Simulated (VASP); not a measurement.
BeSiSb2:

```xyz
4
Lattice="3.9137 0.0000 0.0000 0.0000 3.9137 0.0000 0.0000 0.0000 5.5348" Properties=species:S:1:pos:R:3 pbc="T T T"
Be    0.0000    0.0000    0.0000
Sb    0.0000    1.9569    1.3837
Sb    1.9569    0.0000    4.1511
Si    1.9569    1.9569    2.7674
```

* Program: VASP 6.6.1
* Task: relaxation of cell and atoms
* Functional: PBE
* Potentials or basis: VASP PAW PBE potentials, release 64 (Be, Sb, Si)
* Cutoff: 600 eV
* k mesh: 6 × 6 × 4
* Occupations: fermi-dirac, width 0.02 eV
* Spin: no spin polarisation

At the start: pressure 16.7 GPa; volume 21.19 Å³/atom.

Task: Where does the relaxation end?

Result: Over 11 steps the energy falls by 263.1 meV/atom and the volume is 25.02 Å³/atom (+18.0 %); space group P-4m2 (No. 115, to 0.05 Å).

Step by step:
```tsv
step	energy change (eV)	largest force (eV/Å)	pressure (GPa)	volume (Å³)
1	0.0000	2.8878	16.73	84.78
2	-0.7377	0.1623	-5.96	114.94
3	-1.0099	0.5675	-0.97	102.59
4	-1.0100	0.5979	-0.76	102.21
5	-1.0399	0.3313	-0.25	100.83
6	-1.0486	0.0727	0.61	98.97
7	-1.0503	0.0540	0.33	99.52
8	-1.0518	0.0052	-0.11	100.24
9	-1.0518	0.0072	-0.11	100.26
10	-1.0522	0.0011	-0.04	100.12
11	-1.0523	0.0016	-0.01	100.06
```

Final structure:
```xyz
4
Lattice="4.1492 0.0000 0.0000 0.0000 4.1492 0.0000 0.0000 0.0000 5.8120" Properties=species:S:1:pos:R:3 pbc="T T T"
Be    0.0000    0.0000    0.0000
Sb    0.0000    2.0746    1.2997
Sb    2.0746    0.0000    4.5124
Si    2.0746    2.0746    2.9060
```

Caveat: the volume moved by over 15 % at a fixed basis, so the end points are rough.
